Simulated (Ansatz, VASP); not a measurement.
WSe2 in VASP and in Ansatz

```
CELL_PARAMETERS angstrom
3.27904 0.00000 0.00000
-1.63952 2.83973 0.00000
0.00000 0.00000 12.79283
ATOMIC_POSITIONS crystal
W 0.66667 0.33333 0.25002
W 0.33333 0.66667 0.74998
Se 0.33333 0.66667 0.38168
Se 0.66667 0.33333 0.88164
Se 0.33333 0.66667 0.11836
Se 0.66667 0.33333 0.61832
```

Alike in both runs: task single point; functional PBE; dispersion D3(BJ); k mesh 12 × 12 × 2; occupations gaussian, width 0.01 eV; no spin polarisation.

|  | VASP | Ansatz |
| --- | --- | --- |
| version | VASP 6.6.1 | Ansatz 0.2.0 |
| potentials or method | VASP PAW PBE potentials, release 64 (W_sv, Se), cutoff 520 eV | scalar-relativistic, plane waves, PAW |
| valence electrons in the cell | 52 | 92 |

VASP gave:

```
gap on the k mesh at the Fermi level (eV)                     : 0.89
least direct gap on the mesh (eV)                             : 1.56
pressure (GPa)                                                : 0.3
traceless stress, the component that is largest in VASP (GPa) : 0.07
rms of the force components (eV/Å)                            : 0.023
```

Question: Estimate Ansatz's values.

Answer: gap on the k mesh at the Fermi level (eV): 0.90; least direct gap on the mesh (eV): 1.57; pressure (GPa): 0.0; traceless stress, the component that is largest in VASP (GPa): -0.01; rms of the force components (eV/Å): 0.000.

Atom by atom the forces differ by 0.023 eV/Å (rms over components). VASP's potentials hold 52 valence electrons a cell and Ansatz's 92, so a difference there can come from the potentials and not from the codes.

Spin-orbit coupling is off throughout.
